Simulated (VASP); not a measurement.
# Pt (Fm-3m) in VASP: notebook

The runs below take Pt through single point, with PBEsol.

Everything below comes from runs of VASP 6.6.1. Logs are shortened: lines on timing, memory, paths and dates and some standing lists are left out, and cuts for length are marked.

## 1. The cell of the first run

Symmetry: Fm-3m, No. 225, cubic system. Conventional cell: a = 3.920 Å, b = 3.920 Å, c = 3.920 Å, α = 90.00°, β = 90.00°, γ = 90.00°. Pt (site symmetry m-3m) has 12 Pt at 2.77 Å within 3.7 Å.

## 2. Single point, PBEsol

The input, INCAR:

```
SYSTEM = Pt
PREC     = Accurate       ! precision mode
ENCUT    = 500            ! plane-wave cutoff, eV
EDIFF    = 1E-6           ! SCF threshold, eV
ISMEAR   = 0              ! smearing method
SIGMA    = 0.1            ! smearing width, eV
LREAL    = .FALSE.        ! projectors in reciprocal space
LASPH    = .TRUE.         ! aspherical terms in the spheres
NELM     = 120            ! most SCF steps
ALGO     = Normal         ! electronic algorithm
ISIF     = 2              ! what is computed and relaxed
LWAVE    = .FALSE.        ! write WAVECAR
LCHARG   = .FALSE.        ! write CHGCAR
GGA      = PS             ! functional
NBANDS   = 11             ! bands
GGA_COMPAT= .FALSE.
```

The input, KPOINTS:

```
regular mesh
0
G
  8 8 8
  0 0 0
```

The input, POSCAR:

```
Pt
1.0
    0.0000000000      1.9600000000      1.9600000000
    1.9600000000      0.0000000000      1.9600000000
    1.9600000000      1.9600000000      0.0000000000
Pt
1
Direct
    0.0000000000      0.0000000000      0.0000000000
```

Potentials or basis: VASP PAW PBE potentials, release 64 (Pt).

Run with:

```sh
> cat potpaw_PBE.64/Pt/POTCAR > POTCAR
> mpirun -np 1 vasp_std > vasp.out
```

OUTCAR:

```text
SYSTEM = Pt
   PREC = Accurate
   ENCUT = 500
   EDIFF = 1E-6
   ISMEAR = 0
   LREAL = .FALSE.
   LASPH = .TRUE.
   NELM = 120
   ISIF = 2
   GGA = PS

 ion  position               nearest neighbor table
   1  0.000  0.000  0.000-

  LATTYP: Found a face centered cubic cell.
 ALAT       =     3.9200000000

  Lattice vectors:

 A1 = (   0.0000000000,   1.9600000000,   1.9600000000)
 A2 = (   1.9600000000,   0.0000000000,   1.9600000000)
 A3 = (   1.9600000000,   1.9600000000,   0.0000000000)

Analysis of symmetry for initial positions (statically):
=====================================================================
 Subroutine PRICEL returns:
 Original cell was already a primitive cell.

 Routine SETGRP: Setting up the symmetry group for a
 face centered cubic supercell.

 Subroutine GETGRP returns: Found 48 space group operations
 (whereof 48 operations were pure point group operations)
 out of a pool of 48 trial point group operations.

The static configuration has the point symmetry O_h .

Analysis of symmetry for dynamics (positions and initial velocities):
=====================================================================
 Subroutine PRICEL returns:
 Original cell was already a primitive cell.

 Routine SETGRP: Setting up the symmetry group for a
 face centered cubic supercell.

 Subroutine GETGRP returns: Found 48 space group operations
 (whereof 48 operations were pure point group operations)
 out of a pool of 48 trial point group operations.

The dynamic configuration has the point symmetry O_h .

 Subroutine INISYM returns: Found 48 space group operations
 (whereof 48 operations are pure point group operations),
 and found     1 'primitive' translations

----------------------------------------------------------------------------------------

                                     Primitive cell

  volume of cell :      15.0591

  direct lattice vectors                    reciprocal lattice vectors
     0.000000000  1.960000000  1.960000000    -0.255102041  0.255102041  0.255102041
     1.960000000  0.000000000  1.960000000     0.255102041 -0.255102041  0.255102041
     1.960000000  1.960000000  0.000000000     0.255102041  0.255102041 -0.255102041

  length of vectors
     2.771858582  2.771858582  2.771858582     0.441849696  0.441849696  0.441849696

  position of ions in fractional coordinates (direct lattice)
     0.000000000  0.000000000  0.000000000

  ion indices of the primitive-cell ions
   primitive index   ion index
                 1           1

----------------------------------------------------------------------------------------

 KPOINTS: regular mesh

Automatic generation of k-mesh.
 Grid dimensions read from file:
 generate k-points for:    8    8    8

 Generating k-lattice:

  Cartesian coordinates                     Fractional coordinates (reciprocal lattice)
    -0.031887755  0.031887755  0.031887755     0.125000000  0.000000000  0.000000000
     0.031887755 -0.031887755  0.031887755     0.000000000  0.125000000  0.000000000
     0.031887755  0.031887755 -0.031887755     0.000000000  0.000000000  0.125000000

  Length of vectors
     0.055231212  0.055231212  0.055231212

  Shift w.r.t. Gamma in fractional coordinates (k-lattice)
     0.000000000  0.000000000  0.000000000

 Subroutine IBZKPT returns following result:
 ===========================================

 Found     29 irreducible k-points:

 Following reciprocal coordinates:
            Coordinates               Weight
  0.000000  0.000000  0.000000      1.000000
  0.125000  0.000000  0.000000      8.000000
  0.250000  0.000000  0.000000      8.000000
  0.375000  0.000000  0.000000      8.000000
  0.500000  0.000000  0.000000      4.000000
  0.125000  0.125000  0.000000      6.000000
[... 16 lines left out ...]
  0.500000  0.250000  0.125000     48.000000
 -0.375000  0.250000  0.125000     24.000000
 [... further k-points ...]
   k-points           NKPTS =     29   k-points in BZ     NKDIM =     29   number of bands    NBANDS=     11
   number of dos      NEDOS =    301   number of ions     NIONS =      1
   total plane-waves  NPLWV =   8000
   dimension x,y,z NGX =    20 NGY =   20 NGZ =   20
   dimension x,y,z NGXF=    40 NGYF=   40 NGZF=   40
   ions per type =               1
   NGX,Y,Z   is equivalent  to a cutoff of  12.00, 12.00, 12.00 a.u.
   NGXF,Y,Z  is equivalent  to a cutoff of  23.99, 23.99, 23.99 a.u.
 SYSTEM =  Pt
   PREC   = accura    normal or accurate (medium, high low for compatibility)
   ISTART =      0    job   : 0-new  1-cont  2-samecut
   ICHARG =      2    charge: 1-file 2-atom 10-const
   ISPIN  =      1    spin polarized calculation?
   LNONCOLLINEAR =      F non collinear calculations
   LSORBIT =      F    spin-orbit coupling
   LASPH  =      T    aspherical Exc in radial PAW
   ENCUT  =  500.0 eV  36.75 Ry    6.06 a.u.   5.05  5.05  5.05*2*pi/ulx,y,z
   NELM   =    120;   NELMIN=  2; NELMDL= -5     # of ELM steps
   EDIFF  = 0.1E-05   stopping-criterion for ELM
   LREAL  =      F    real-space projection
   EDIFFG = 0.1E-04   stopping-criterion for IOM
   NSW    =      0    number of steps for IOM
   IBRION =     -1    ionic relax: 0-MD 1-quasi-New 2-CG
   NFREE  =      0    steps in history (QN), initial steepest desc. (CG)
   ISIF   =      2    stress and relaxation
   ISYM   =      2    0-nonsym 1-usesym 2-fastsym
   POTIM  = 0.5000    time-step for ionic-motion
   TEBEG  =    0.0;   TEEND  =   0.0 temperature during run
   PSTRESS=    0.0 pullay stress
   NELECT =      10.0000    total number of electrons
   NUPDOWN=      -1.0000    fix difference up-down
   EMIN   =  10.00;   EMAX   =-10.00  energy-range for DOS
   EFERMI =   0.00;   METHOD = LEGACY
   ISMEAR =     0;   SIGMA  =   0.10  broadening in eV -4-tet -1-fermi 0-gaus
   EFERMI_NEDOS =   21; number of points for ismear=-14 and -15
   IALGO  =     38    algorithm
   IMIX   =      4    mixing-type and parameters
     AMIX     =   0.40;   BMIX     =  1.00
     AMIX_MAG =   1.60;   BMIX_MAG =  1.00
  volume/ion in A,a.u.               =      15.06       101.62
  Fermi-wavevector in a.u.,A,eV,Ry     =   1.428265  2.699029 27.755077  2.039941
  Thomas-Fermi vector in A             =   2.548345
   LORBIT       =      0    0 simple, 1 ext, 2 COOP (PROOUT), +10 PAW based schemes
   GGA     = PS    functional components
   LHFCALC =     F    Hartree Fock is set to
   AEXX    =    0.0000 exact exchange contribution
   IVDW    =     0    specifies the selected vdW correction
   LEPSILON=     F    determine dielectric tensor
   LRPA    =     F    only Hartree local field effects (RPA)
 non-spin polarized calculation
 Gauss-broadening in eV      SIGMA  =   0.10
  energy-cutoff  :      500.00
  volume of cell :       15.06
 maximum number of plane-waves:       392
   NGX = 11   NGY = 11   NGZ = 11

 number of electron      10.0000001 magnetization

 Free energy of the ion-electron system (eV)
  ---------------------------------------------------
  ext. energy  EPLUGINS =         0.00000000
  ---------------------------------------------------
  free energy    TOTEN  =        -6.95641454 eV

  energy without entropy =       -6.94757118  energy(sigma->0) =       -6.95199286

 E-fermi :  11.0578     XC(G=0): -13.6426

 val. band max:       10.9150774194   @ k =  -0.3750   0.3750   0.0000
 cond. band min:      11.0588186252   @ k =  -0.2500   0.1250   0.0000
 fundamental gap:      0.1437412059
 Fermi energy:        11.0578368505

 k-point     1 :       0.0000    0.0000    0.0000
  band No.  band energies     occupation
      1       0.8129      2.00000
      2       7.2836      2.00000
      3       7.2836      2.00000
      4       7.2836      2.00000
      5       9.4616      2.00000
      6       9.4616      2.00000
      7      25.7503      0.00000
      8      30.7132      0.00000
      9      30.7132      0.00000
     10      30.7132      0.00000
     11      36.0255      0.00000

 k-point     2 :       0.1250    0.0000    0.0000
  band No.  band energies     occupation
      1       1.4247      2.00000
      2       7.0394      2.00000
      3       7.5038      2.00000
      4       7.5038      2.00000
      5       9.3596      2.00000
      6       9.3596      2.00000
      7      26.6448      0.00000
      8      28.2389      0.00000
      9      31.6539      0.00000
     10      31.6539      0.00000
     11      37.3412      0.00000

 k-point     3 :       0.2500    0.0000    0.0000
  band No.  band energies     occupation
      1       2.8653      2.00000
      2       6.9265      2.00000
      3       7.6613      2.00000
      4       7.6614      2.00000
      5       9.6351      2.00000
      6       9.6351      2.00000
      7      24.3869      0.00000
      8      27.4883      0.00000
      9      33.7492      0.00000
     10      33.7492      0.00000
     11      34.6217      0.00000

 k-point     4 :       0.3750    0.0000    0.0000
  band No.  band energies     occupation
      1       3.6749      2.00000
      2       7.3829      2.00000
      3       7.3829      2.00000
      4       8.5652      2.00000
      5      10.5963      2.00000
      6      10.5963      2.00000
      7      19.8601      0.00000
      8      26.0036      0.00000
      9      31.4957      0.00000
     10      31.4957      0.00000
     11      37.5407      0.00000
[... 239 lines left out ...]
 k-point    22 :       0.3750    0.2500    0.1250
  band No.  band energies     occupation
      1       4.1505      2.00000
      2       5.9580      2.00000
      3       7.2713      2.00000
      4       8.9501      2.00000
      5       9.0422      2.00000
      6      11.1095      0.46475
      7      24.5997      0.00000
      8      26.8388      0.00000
      9      29.0580      0.00000
     10      31.3344      0.00000
     11      35.3713      0.00000

 k-point    23 :       0.5000    0.2500    0.1250
  band No.  band energies     occupation
      1       4.9846      2.00000
      2       6.4576      2.00000
      3       6.7454      2.00000
      4       8.6594      2.00000
      5      10.3476      2.00000
      6      13.0123      0.00000
      7      20.3455      0.00000
      8      25.4825      0.00000
      9      27.3203      0.00000
     10      31.5875      0.00000
     11      35.4153      0.00000

 k-point    24 :      -0.3750    0.2500    0.1250
  band No.  band energies     occupation
      1       5.0110      2.00000
      2       6.2551      2.00000
      3       7.6162      2.00000
      4       8.3956      2.00000
      5      10.8994      1.97491
      6      15.5022      0.00000
      7      16.5888      0.00000
      8      25.8104      0.00000
      9      26.1804      0.00000
     10      30.2627      0.00000
     11      37.3203      0.00000

 [... further k-points ...]
[... 5 lines left out ...]
  --------------------------------------------------------------------------------------
  -------------------------------------------------------------------------------------
  Total       -0.1381788     -0.1381788     -0.1381788      0.0000000      0.0000000      0.0000000
  in kB      -14.7012365    -14.7012365    -14.7012365      0.0000000      0.0000000      0.0000000
  external PRESSURE =     -14.7012365 kB  Pullay stress =       0.0000000 kB

 VOLUME and BASIS-vectors are now :
 -----------------------------------------------------------------------------
  energy-cutoff  :      500.00
  volume of cell :       15.06
      direct lattice vectors                 reciprocal lattice vectors
     0.000000000  1.960000000  1.960000000    -0.255102041  0.255102041  0.255102041
     1.960000000  0.000000000  1.960000000     0.255102041 -0.255102041  0.255102041
     1.960000000  1.960000000  0.000000000     0.255102041  0.255102041 -0.255102041

 POSITION                                       TOTAL-FORCE (eV/Angst)
 -----------------------------------------------------------------------------------
      0.00000      0.00000      0.00000         0.000000     -0.000000      0.000000
 -----------------------------------------------------------------------------------
    total drift:                                0.000000      0.000000      0.000000

  FREE ENERGIE OF THE ION-ELECTRON SYSTEM (eV)
  ---------------------------------------------------
  free  energy   TOTEN  =        -6.9564145432 eV

  energy  without entropy=       -6.9475711807  energy(sigma->0) =       -6.95199286
```

Wall time 5.6 s (1 thread of Intel Xeon Platinum 8488C (Sapphire Rapids), shared host); peak memory 0.12 GiB.

Results:

| Quantity | Value |
| --- | --- |
| Free energy | -6.9564 eV |
| Pressure | -1.5 GPa |
| Band gap on the k mesh | zero (band 5 reaches 11.59 eV, above the bottom of band 6 at 9.36 eV) |

Caveat: the PAW data sets were made with another functional, which shifts forces and pressure a little; spin-orbit coupling is left out, which moves the levels of the heavy elements.

## 3. Single point, PBEsol

The input, INCAR:

```
SYSTEM = Pt
  ALGO = Normal
  EDIFF = 1E-6
  ENCUT = 500
  GGA = PS
  GGA_COMPAT = .FALSE.
  ISIF = 2
  ISMEAR = 0
  LASPH = .TRUE.
  LCHARG = .TRUE.
  LELF = .TRUE.
  LREAL = .FALSE.
  LVHAR = .TRUE.
  LWAVE = .FALSE.
  NBANDS = 11
  NELM = 120
  PREC = Accurate
  SIGMA = 0.1
```

The input, KPOINTS:

```
k-points
0
G
  18 18 18
  0 0 0
```

The input, POSCAR:

```
Pt
1.0
    0.0000000000      1.9589650553      1.9589650553
    1.9589650553      0.0000000000      1.9589650553
    1.9589650553      1.9589650553      0.0000000000
Pt
1
Direct
    0.0000000000      0.0000000000      0.0000000000
```

Potentials or basis: VASP PAW PBE potentials, release 64 (Pt).

Run with:

```sh
> cat potpaw_PBE.64/Pt/POTCAR > POTCAR
> mpirun -np 1 vasp_std > vasp.out
```

OUTCAR:

```text
SYSTEM = Pt
   EDIFF = 1E-6
   ENCUT = 500
   GGA = PS
   ISIF = 2
   ISMEAR = 0
   LASPH = .TRUE.
   LREAL = .FALSE.
   NELM = 120
   PREC = Accurate

 ion  position               nearest neighbor table
   1  0.000  0.000  0.000-

  LATTYP: Found a face centered cubic cell.
 ALAT       =     3.9179301106

  Lattice vectors:

 A1 = (   0.0000000000,   1.9589650553,   1.9589650553)
 A2 = (   1.9589650553,   0.0000000000,   1.9589650553)
 A3 = (   1.9589650553,   1.9589650553,   0.0000000000)
[... 505 lines left out ...]
      2       6.8254      2.00000
      3       7.7262      2.00000
      4       7.7952      2.00000
      5       9.3169      2.00000
      6      10.0041      2.00000
      7      24.8135      0.00000
      8      27.6916      0.00000
      9      32.2143      0.00000
     10      33.6245      0.00000
     11      34.8826      0.00000

 [... further k-points ...]
[... 5 lines left out ...]
  --------------------------------------------------------------------------------------
  -------------------------------------------------------------------------------------
  Total       -0.0362126     -0.0362126     -0.0362126      0.0000000      0.0000000     -0.0000000
  in kB       -3.8588685     -3.8588685     -3.8588685      0.0000000      0.0000000     -0.0000000
  external PRESSURE =      -3.8588685 kB  Pullay stress =       0.0000000 kB

 VOLUME and BASIS-vectors are now :
 -----------------------------------------------------------------------------
  energy-cutoff  :      500.00
  volume of cell :       15.04
      direct lattice vectors                 reciprocal lattice vectors
     0.000000000  1.958965055  1.958965055    -0.255236814  0.255236814  0.255236814
     1.958965055  0.000000000  1.958965055     0.255236814 -0.255236814  0.255236814
     1.958965055  1.958965055  0.000000000     0.255236814  0.255236814 -0.255236814

 POSITION                                       TOTAL-FORCE (eV/Angst)
 -----------------------------------------------------------------------------------
      0.00000      0.00000      0.00000         0.000000      0.000000      0.000000
 -----------------------------------------------------------------------------------
    total drift:                                0.000000     -0.000000     -0.000000

  FREE ENERGIE OF THE ION-ELECTRON SYSTEM (eV)
  ---------------------------------------------------
  free  energy   TOTEN  =        -6.9654580884 eV

  energy  without entropy=       -6.9548179282  energy(sigma->0) =       -6.96013801
```

OSZICAR:

```text
N       E                     dE             d eps       ncg     rms          rms(c)
DAV:   1     0.375224279383E+02    0.37522E+02   -0.52580E+03  4402   0.819E+02
DAV:   2    -0.682171113978E+01   -0.44344E+02   -0.42575E+02  4954   0.174E+02
DAV:   3    -0.741864465858E+01   -0.59693E+00   -0.59425E+00  4948   0.190E+01
DAV:   4    -0.742088101771E+01   -0.22364E-02   -0.22362E-02  4943   0.137E+00
DAV:   5    -0.742089857273E+01   -0.17555E-04   -0.17554E-04  5040   0.112E-01    0.134E+01
DAV:   6    -0.701505204733E+01    0.40585E+00   -0.93632E-01  4632   0.764E+00    0.685E+00
DAV:   7    -0.696982093490E+01    0.45231E-01   -0.16149E-01  4965   0.307E+00    0.258E+00
DAV:   8    -0.696576823233E+01    0.40527E-02   -0.69843E-03  4653   0.762E-01    0.680E-01
DAV:   9    -0.696545379536E+01    0.31444E-03   -0.26669E-04  4764   0.148E-01    0.296E-02
DAV:  10    -0.696545789926E+01   -0.41039E-05   -0.43700E-06  5397   0.148E-02    0.524E-03
DAV:  11    -0.696545808840E+01   -0.18914E-06   -0.52322E-08  2649   0.214E-03
   1 F= -.69654581E+01 E0= -.69601380E+01  d E =-.106402E-01
```

stdout:

```text
POSCAR found type information on POSCAR Pt
 POSCAR found :  1 types and       1 ions
 scaLAPACK will be used
 -----------------------------------------------------------------------------
|                                                                             |
|                                                                             |
|     You enforced a specific xc type in the INCAR file but a different       |
|     I HOPE YOU KNOW WHAT YOU ARE DOING!                                     |
|                                                                             |
 -----------------------------------------------------------------------------

 LDA part: xc-table for (Slater+PW92), standard interpolation
 POSCAR, INCAR and KPOINTS ok, starting setup
 FFT: planning ... GRIDC
 FFT: planning ... GRID_SOFT
 FFT: planning ... GRID
 WAVECAR not read
 entering main loop
```

It took 18 s on 1 thread of Intel Xeon Platinum 8488C (Sapphire Rapids), shared host; peak memory 0.15 GiB.

Results:

```yaml
Free_energy: -6.9655 eV
Pressure: -0.4 GPa
Band_gap_on_the_k_mesh: zero (band 5 reaches 11.65 eV, above the bottom of band 6 at 9.41 eV)
```

Caveat: the PAW data sets were made with another functional, which shifts forces and pressure a little; spin-orbit coupling is left out, which moves the levels of the heavy elements.
